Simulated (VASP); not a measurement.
# Al12C in VASP: notebook

Al12C is run at these levels: PBE; tasks: single point.

All numbers are computed with VASP 6.6.1; they aren't measurements. Logs are shortened: lines on timing, memory, paths and dates and some standing lists are left out, and cuts for length are marked.

### 1 The cell of the first run

The cell holds a slab with vacuum, 13 atoms: a = 5.714 Å, b = 5.714 Å, c = 20.101 Å, α = 90.00°, β = 90.00°, γ = 120.00°.

### 2 Single point, PBE

INCAR

```
SYSTEM = Al12C
  PREC = Accurate
  ENCUT = 520
  EDIFF = 1E-7
  ISMEAR = 0
  SIGMA = 0.1
  LREAL = .FALSE.
  LASPH = .TRUE.
  NELM = 80
  ALGO = Normal
  ISIF = 2
  LWAVE = .FALSE.
  LCHARG = .FALSE.
  LDIPOL = .TRUE.
  IDIPOL = 3
  DIPOL = 0.5 0.5 0.327
  GGA = PE
  NBANDS = 32
```

KPOINTS

```
Automatic mesh
0
G
  6 6 1
  0 0 0
```

POSCAR

```
Al12C
1.0
    5.7135165837      0.0000000000      0.0000000000
   -2.8567582918      4.9480505064      0.0000000000
    0.0000000000      0.0000000000     20.1013782189
Al C
12 1
Direct
    0.3333333333      0.1666666666      0.1989913307
    0.3333333333      0.6666666666      0.1989913307
    0.8333333333      0.1666666667      0.1989913307
    0.8333333333      0.6666666666      0.1989913307
    0.1666666667      0.3333333334      0.3134471524
    0.1666666667      0.8333333333      0.3134471524
    0.6666666667      0.3333333333      0.3134471524
    0.6666666667      0.8333333333      0.3134471524
    0.0000000000      0.0000000000      0.4278999243
    0.0000000000      0.5000000000      0.4278999243
    0.5000000000      0.0000000000      0.4278999243
    0.5000000000      0.5000000000      0.4278999243
    0.0000000000      0.2500000000      0.4893305225
```

Potentials or basis: VASP PAW PBE potentials, release 64 (Al, C).

On the command line:

```console
cat potpaw_PBE.64/Al/POTCAR potpaw_PBE.64/C/POTCAR > POTCAR
mpirun -np 1 vasp_std > vasp.out
```

OUTCAR:

```text
SYSTEM = Al12C
   PREC = Accurate
   ENCUT = 520
   EDIFF = 1E-7
   ISMEAR = 0
   LREAL = .FALSE.
   LASPH = .TRUE.
   NELM = 80
   ISIF = 2
   GGA = PE

 ion  position               nearest neighbor table
   1  0.333  0.167  0.199-   6 2.83   5 2.83   7 2.83   3 2.86   2 2.86   2 2.86   4 2.86   4 2.86
                             3 2.86
   2  0.333  0.667  0.199-   5 2.83   6 2.83   8 2.83   3 2.86   1 2.86   1 2.86   4 2.86   4 2.86
                             3 2.86
   3  0.833  0.167  0.199-   7 2.83   8 2.83   5 2.83   4 2.86   1 2.86   2 2.86   1 2.86   2 2.86
                             4 2.86
   4  0.833  0.667  0.199-   8 2.83   7 2.83   6 2.83   3 2.86   2 2.86   2 2.86   1 2.86   1 2.86
                             3 2.86
   5  0.167  0.333  0.313-  10 2.83  12 2.83   9 2.83   2 2.83   1 2.83   3 2.83   6 2.86   7 2.86
                             8 2.86   7 2.86   8 2.86   6 2.86
   6  0.167  0.833  0.313-  10 2.83  11 2.83   9 2.83   2 2.83   1 2.83   4 2.83   5 2.86   8 2.86
                             8 2.86   7 2.86   7 2.86   5 2.86
   7  0.667  0.333  0.313-  11 2.83  10 2.83  12 2.83   3 2.83   4 2.83   1 2.83   5 2.86   8 2.86
                             8 2.86   6 2.86   6 2.86   5 2.86
   8  0.667  0.833  0.313-  12 2.83   9 2.83  11 2.83   4 2.83   3 2.83   2 2.83   5 2.86   7 2.86
                             7 2.86   6 2.86   6 2.86   5 2.86
   9  0.000  0.000  0.428-  13 1.89   8 2.83   6 2.83   5 2.83  10 2.86  10 2.86  11 2.86  11 2.86
                            12 2.86  12 2.86
  10  0.000  0.500  0.428-  13 1.89   5 2.83   6 2.83   7 2.83   9 2.86   9 2.86  12 2.86  12 2.86
                            11 2.86  11 2.86
  11  0.500  0.000  0.428-   7 2.83   6 2.83   8 2.83  12 2.86  12 2.86   9 2.86   9 2.86  10 2.86
                            10 2.86
  12  0.500  0.500  0.428-   8 2.83   5 2.83   7 2.83  11 2.86  11 2.86  10 2.86  10 2.86   9 2.86
                             9 2.86
  13  0.000  0.250  0.489-   9 1.89  10 1.89

  LATTYP: Found a hexagonal cell.
 ALAT       =     5.7135165837
 C/A-ratio  =     3.5182147325

  Lattice vectors:

 A1 = (   5.7135165837,   0.0000000000,   0.0000000000)
 A2 = (  -2.8567582918,   4.9480505064,   0.0000000000)
 A3 = (   0.0000000000,   0.0000000000,  20.1013782189)

Analysis of symmetry for initial positions (statically):
=====================================================================
 Subroutine PRICEL returns:
 Original cell was already a primitive cell.

 Routine SETGRP: Setting up the symmetry group for a
 hexagonal supercell.

 Subroutine GETGRP returns: Found  2 space group operations
 (whereof  1 operations were pure point group operations)
 out of a pool of 24 trial point group operations.

The static configuration has the point symmetry C_1 .
 The point group associated with its full space group is C_1h.

Analysis of symmetry for dynamics (positions and initial velocities):
=====================================================================
 Subroutine PRICEL returns:
 Original cell was already a primitive cell.

 Routine SETGRP: Setting up the symmetry group for a
 hexagonal supercell.

 Subroutine GETGRP returns: Found  2 space group operations
 (whereof  1 operations were pure point group operations)
 out of a pool of 24 trial point group operations.

The dynamic configuration has the point symmetry C_1 .
 The point group associated with its full space group is C_1h.

 Subroutine INISYM returns: Found  2 space group operations
 (whereof  1 operations are pure point group operations),
 and found     1 'primitive' translations

----------------------------------------------------------------------------------------

                                     Primitive cell

  volume of cell :     568.2814

  direct lattice vectors                    reciprocal lattice vectors
     5.713516584  0.000000000  0.000000000     0.175023558  0.101049898  0.000000000
    -2.856758292  4.948050506  0.000000000     0.000000000  0.202099796  0.000000000
     0.000000000  0.000000000 20.101378219     0.000000000  0.000000000  0.049747833

  length of vectors
     5.713516584  5.713516584 20.101378219     0.202099796  0.202099796  0.049747833

  position of ions in fractional coordinates (direct lattice)
     0.333333333  0.166666667  0.198991331
     0.333333333  0.666666667  0.198991331
[... 53 lines left out ...]

 Following reciprocal coordinates:
            Coordinates               Weight
  0.000000  0.000000  0.000000      1.000000
  0.166667 -0.000000  0.000000      2.000000
  0.000000  0.166667  0.000000      4.000000
  0.333333 -0.000000  0.000000      2.000000
  0.000000  0.333333  0.000000      4.000000
  0.500000 -0.000000  0.000000      1.000000
  0.000000  0.500000  0.000000      2.000000
  0.166667  0.166667  0.000000      4.000000
 -0.166667  0.333333  0.000000      2.000000
  0.333333  0.166667  0.000000      4.000000
 -0.166667  0.500000  0.000000      4.000000
  0.500000  0.333333  0.000000      4.000000
  0.333333  0.333333  0.000000      2.000000
   k-points           NKPTS =     13   k-points in BZ     NKDIM =     13   number of bands    NBANDS=     32
   number of dos      NEDOS =    301   number of ions     NIONS =     13
   total plane-waves  NPLWV = 264600
   dimension x,y,z NGX =    42 NGY =   42 NGZ =  150
   dimension x,y,z NGXF=    84 NGYF=   84 NGZF=  300
   ions per type =              12   1
   NGX,Y,Z   is equivalent  to a cutoff of  12.22, 12.22, 12.41 a.u.
   NGXF,Y,Z  is equivalent  to a cutoff of  24.44, 24.44, 24.81 a.u.
 SYSTEM =  Al12C
   PREC   = accura    normal or accurate (medium, high low for compatibility)
   ISTART =      0    job   : 0-new  1-cont  2-samecut
   ICHARG =      2    charge: 1-file 2-atom 10-const
   ISPIN  =      1    spin polarized calculation?
   LNONCOLLINEAR =      F non collinear calculations
   LSORBIT =      F    spin-orbit coupling
   LASPH  =      T    aspherical Exc in radial PAW
   ENCUT  =  520.0 eV  38.22 Ry    6.18 a.u.  10.62 10.62 37.38*2*pi/ulx,y,z
   NELM   =     80;   NELMIN=  2; NELMDL= -5     # of ELM steps
   EDIFF  = 0.1E-06   stopping-criterion for ELM
   LREAL  =      F    real-space projection
   EDIFFG = 0.1E-05   stopping-criterion for IOM
   NSW    =      0    number of steps for IOM
   IBRION =     -1    ionic relax: 0-MD 1-quasi-New 2-CG
   NFREE  =      0    steps in history (QN), initial steepest desc. (CG)
   ISIF   =      2    stress and relaxation
   ISYM   =      2    0-nonsym 1-usesym 2-fastsym
   POTIM  = 0.5000    time-step for ionic-motion
   TEBEG  =    0.0;   TEEND  =   0.0 temperature during run
   PSTRESS=    0.0 pullay stress
   NELECT =      40.0000    total number of electrons
   NUPDOWN=      -1.0000    fix difference up-down
   EMIN   =  10.00;   EMAX   =-10.00  energy-range for DOS
   EFERMI =   0.00;   METHOD = LEGACY
   ISMEAR =     0;   SIGMA  =   0.10  broadening in eV -4-tet -1-fermi 0-gaus
   EFERMI_NEDOS =   21; number of points for ismear=-14 and -15
   IALGO  =     38    algorithm
   IMIX   =      4    mixing-type and parameters
     AMIX     =   0.40;   BMIX     =  1.00
     AMIX_MAG =   1.60;   BMIX_MAG =  1.00
  volume/ion in A,a.u.               =      43.71       295.00
  Fermi-wavevector in a.u.,A,eV,Ry     =   0.675938  1.277338  6.216400  0.456892
  Thomas-Fermi vector in A             =   1.753103
   LORBIT       =      0    0 simple, 1 ext, 2 COOP (PROOUT), +10 PAW based schemes
   GGA     = PE    functional components
   LHFCALC =     F    Hartree Fock is set to
   AEXX    =    0.0000 exact exchange contribution
   IVDW    =     0    specifies the selected vdW correction
   LEPSILON=     F    determine dielectric tensor
   LRPA    =     F    only Hartree local field effects (RPA)
 non-spin polarized calculation
 Gauss-broadening in eV      SIGMA  =   0.10
  energy-cutoff  :      520.00
  volume of cell :      568.28
 maximum number of plane-waves:     15351
   NGX = 21   NGY = 21   NGZ = 75

 dipolmoment           0.000000      0.000000     -0.128803 electrons x Angstroem

 number of electron      40.0000000 magnetization

 dipolmoment           0.000000      0.000000      0.220693 electrons x Angstroem

 Free energy of the ion-electron system (eV)
  ---------------------------------------------------
  ext. energy  EPLUGINS =         0.00000000
  ---------------------------------------------------
  free energy    TOTEN  =       -48.52608711 eV

  energy without entropy =      -48.49472184  energy(sigma->0) =      -48.51040447

 E-fermi :  -0.2103     XC(G=0):  -4.5672

 val. band max:       -0.2158779252   @ k =  -0.1667   0.5000   0.0000
 cond. band min:      -0.2069368177   @ k =   0.1667  -0.0000   0.0000
 fundamental gap:      0.0089411074
 Fermi energy:        -0.2103057641

 k-point     1 :       0.0000    0.0000    0.0000
  band No.  band energies     occupation
      1     -11.2626      2.00000
      2     -10.2399      2.00000
      3      -8.3186      2.00000
      4      -5.7600      2.00000
      5      -4.9871      2.00000
      6      -4.9819      2.00000
[... 444 lines left out ...]
     31       3.1142      0.00000
     32       3.3309      0.00000

------------------------ aborting loop because EDIFF is reached ----------------------------------------

 vacuum level on the upper side and lower side of the slab       (xc-potential included)         0.662        -0.714

  FORCE on cell =-STRESS in cart. coord.  units (eV):
  Direction    XX          YY          ZZ          XY          YZ          ZX
  --------------------------------------------------------------------------------------
  -------------------------------------------------------------------------------------
  Total       -4.8844447     -1.9074338      2.9819589     -2.5781671     -0.0688159     -0.1191928
  in kB      -13.7709000     -5.3777004      8.4071498     -7.2687241     -0.1940154     -0.3360447
  external PRESSURE =      -3.5804836 kB  Pullay stress =       0.0000000 kB

 VOLUME and BASIS-vectors are now :
 -----------------------------------------------------------------------------
  energy-cutoff  :      520.00
  volume of cell :      568.28
      direct lattice vectors                 reciprocal lattice vectors
     5.713516584  0.000000000  0.000000000     0.175023558  0.101049898  0.000000000
    -2.856758292  4.948050506  0.000000000     0.000000000  0.202099796  0.000000000
     0.000000000  0.000000000 20.101378219     0.000000000  0.000000000  0.049747833

 POSITION                                       TOTAL-FORCE (eV/Angst)
 -----------------------------------------------------------------------------------
      1.42838      0.82468      4.00000        -0.044370      0.018376     -0.124379
      0.00000      3.29870      4.00000        -0.006270     -0.047614     -0.124379
      4.28514      0.82468      4.00000         0.098661      0.056962     -0.188420
      2.85676      3.29870      4.00000         0.035176      0.020309     -0.201652
      0.00000      1.64935      6.30072         0.044252      0.025549     -0.134658
     -1.42838      4.12338      6.30072        -0.091455     -0.052802      0.070731
      2.85676      1.64935      6.30072        -0.005312     -0.045352      0.025708
      1.42838      4.12338      6.30072        -0.041932      0.018076      0.025708
      0.00000      0.00000      8.60138         0.495074     -1.095947     -0.014081
     -1.42838      2.47403      8.60138        -0.701581      0.976720     -0.014081
      2.85676      0.00000      8.60138         0.478525      0.276277      0.309882
      1.42838      2.47403      8.60138        -0.298144     -0.172134      0.353765
     -0.71419      1.23701      9.83622         0.037377      0.021580      0.015855
 -----------------------------------------------------------------------------------
    total drift:                                0.000086      0.000050     -0.000128

  FREE ENERGIE OF THE ION-ELECTRON SYSTEM (eV)
  ---------------------------------------------------
  free  energy   TOTEN  =       -48.5260871060 eV

  energy  without entropy=      -48.4947218426  energy(sigma->0) =      -48.51040447

 vacuum level on the upper side and lower side of the slab         5.283         3.856
```

Run time: 4.6 min. Hardware: 1 thread of Intel Xeon 6975P-C (Granite Rapids), shared host; peak memory 0.65 GiB.

What came out:

| Item | Value |
| --- | --- |
| Free energy | -48.5261 eV |
| Largest force | 1.203 eV/Å |
| Band gap on the k mesh | zero (bands 20 and 21 overlap by 0.34 eV) |

Forces on the atoms (eV/Å):
```
Al  -0.044  0.018 -0.124
Al  -0.006 -0.048 -0.124
Al   0.099  0.057 -0.188
Al   0.035  0.020 -0.202
Al   0.044  0.026 -0.135
Al  -0.091 -0.053  0.071
Al  -0.005 -0.045  0.026
Al  -0.042  0.018  0.026
Al   0.495 -1.096 -0.014
Al  -0.702  0.977 -0.014
Al   0.479  0.276  0.310
Al  -0.298 -0.172  0.354
C    0.037  0.022  0.016
```

### 3 Single point, PBE

INCAR

```
SYSTEM = Al12C
PREC = Accurate
ENCUT = 520
EDIFF = 1E-6
ISMEAR = 0
SIGMA = 0.1
LREAL = .False.
LASPH = .True.
NELM = 100
ALGO = Normal
ISIF = 2
LWAVE = .False.
LCHARG = .False.
LDIPOL = .True.
IDIPOL = 3
DIPOL = 0.5 0.5 0.329
GGA = PE
NBANDS = 32
```

KPOINTS

```
regular mesh
0
Gamma
  6 6 1
  0 0 0
```

POSCAR

```
Al12C
1.0
    5.7135165837      0.0000000000      0.0000000000
   -2.8567582918      4.9480505064      0.0000000000
    0.0000000000      0.0000000000     20.1013782189
Al C
12 1
Direct
    0.3333333333      0.1666666667      0.1989913307
    0.3333333334      0.6666666667      0.1989913307
    0.8333333334      0.1666666667      0.1989913307
    0.8333333333      0.6666666667      0.1989913307
    0.1666666667      0.3333333333      0.3134471524
    0.1666666667      0.8333333333      0.3134471524
    0.6666666667      0.3333333333      0.3134471524
    0.6666666667      0.8333333333      0.3134471524
    0.0000000000      0.0000000000      0.4278999243
    0.0000000000      0.5000000000      0.4278999243
    0.5000000000      0.0000000000      0.4278999243
    0.5000000000      0.5000000000      0.4278999243
    0.0833333334      0.1666666667      0.5097600564
```

Potentials or basis: VASP PAW PBE potentials, release 64 (Al, C).

On the command line:

```console
cat potpaw_PBE.64/Al/POTCAR potpaw_PBE.64/C/POTCAR > POTCAR
mpirun -np 1 vasp_std > vasp.out
```

Wall time 4.9 min (1 thread of Intel Xeon 6975P-C (Granite Rapids), shared host); peak memory 0.64 GiB.

The run converged. Its results:

```yaml
Free_energy: -47.0217 eV
Largest_force: 2.368 eV/Å
Band_gap_on_the_k_mesh: zero (bands 20 and 21 overlap by 0.55 eV)
```

Forces on the atoms (eV/Å):
```
Al  -0.097  0.031 -0.108
Al   0.000 -0.081 -0.037
Al   0.097  0.031 -0.108
Al   0.000  0.020 -0.096
Al   0.000  0.023 -0.045
Al  -0.071  0.042  0.072
Al   0.000 -0.107  0.055
Al   0.071  0.042  0.072
Al   0.000 -1.497 -1.604
Al   0.354 -0.390  0.799
Al   0.000 -0.091  0.185
Al  -0.354 -0.390  0.799
C    0.000  2.367  0.017
```

Levels at points of the mesh, in eV from the Fermi level:
```tsv
k point	band 17	band 18	band 19	band 20	band 21	band 22	band 23	band 24
(0.00, 0.00, 0.00)	-2.40	-1.32	-1.10	-0.81	-0.40	-0.25	-0.17	0.88
(0.50, 0.00, 0.00)	-0.63	-0.57	-0.30	-0.10	0.30	0.44	0.92	1.22
(0.00, 0.50, 0.00)	-0.62	-0.45	-0.39	-0.04	0.27	0.33	1.06	1.13
```

### 4 Single point, PBE

INCAR

```
PREC = Accurate
ENCUT = 520
EDIFF = 1E-6
ISMEAR = 0
SIGMA = 0.1
LREAL = F
LASPH = T
NELM = 100
ALGO = Normal
ISIF = 2
LWAVE = F
LCHARG = F
LDIPOL = T
IDIPOL = 3
DIPOL = 0.5 0.5 0.329
GGA = PE
NBANDS = 32
```

KPOINTS

```
Automatic mesh
0
Gamma
  6 6 1
```

POSCAR

```
Al12C
1.0
    5.7135165837      0.0000000000      0.0000000000
   -2.8567582918      4.9480505064      0.0000000000
    0.0000000000      0.0000000000     20.1013782189
Al C
12 1
Direct
    0.3333333333      0.1666666667      0.1989913307
    0.3333333333      0.6666666666      0.1989913307
    0.8333333333      0.1666666667      0.1989913307
    0.8333333333      0.6666666666      0.1989913307
    0.1666666667      0.3333333333      0.3134471524
    0.1666666667      0.8333333334      0.3134471524
    0.6666666667      0.3333333334      0.3134471524
    0.6666666667      0.8333333333      0.3134471524
    0.0000000000      0.0000000000      0.4278999243
    0.0000000000      0.5000000000      0.4278999243
    0.5000000000      0.0000000000      0.4278999243
    0.5000000000      0.5000000000      0.4278999243
    0.1666666667      0.0833333334      0.5099485169
```

On the command line:

```console
cat potpaw_PBE.64/Al/POTCAR potpaw_PBE.64/C/POTCAR > POTCAR
mpirun -np 1 vasp_std > vasp.out
```

Run time: 4.8 min. Hardware: 1 thread of Intel Xeon 6975P-C (Granite Rapids), shared host; peak memory 0.65 GiB.

Results (log left out):

```
Free energy            : -47.0290 eV
Largest force          : 2.374 eV/Å
Band gap on the k mesh : zero (bands 20 and 21 overlap by 0.49 eV)
```

Forces in eV/Å, atoms in the order of the input:
```
Al  -0.062 -0.036 -0.171
Al  -0.032 -0.018 -0.029
Al   0.041 -0.034 -0.095
Al  -0.009  0.052 -0.095
Al  -0.019 -0.021 -0.002
Al  -0.027 -0.006 -0.002
Al  -0.051 -0.029  0.029
Al   0.084  0.049  0.080
Al  -1.112 -0.642 -1.557
Al   0.040  0.023  0.235
Al  -0.644  0.064  0.796
Al  -0.266 -0.590  0.796
C    2.056  1.187  0.013
```

Levels at points of the mesh, in eV from the Fermi level:
```csv
k point,band 16,band 17,band 18,band 19,band 20,band 21,band 22,band 23,band 24,band 25
"(0.00, 0.00, 0.00)",-2.77,-2.35,-1.28,-1.05,-0.82,-0.37,-0.25,-0.17,0.92,1.02
"(0.50, 0.00, 0.00)",-0.63,-0.56,-0.55,-0.25,-0.02,0.01,0.46,0.94,1.30,1.59
"(0.00, 0.50, 0.00)",-0.73,-0.59,-0.51,-0.30,-0.10,0.25,0.57,0.97,1.31,1.48
```

### 5 Overview

| cell | gap on the mesh (eV) | largest force (eV/Å) |
| --- | --- | --- |
| as given, atomic positions A | none | 1.20 |
| as given, atomic positions B | none | 2.37 |
| as given, atomic positions C | none | 2.37 |

Alike in all rows: task single point; level PBE; potentials or basis VASP PAW PBE potentials, release 64 (Al, C); no spin polarisation; k mesh 6 × 6 × 1; cutoff (eV) 520; smearing gaussian 0.1 eV.

Total energies depend on the potentials used, so only differences within one code and one set of settings carry meaning.
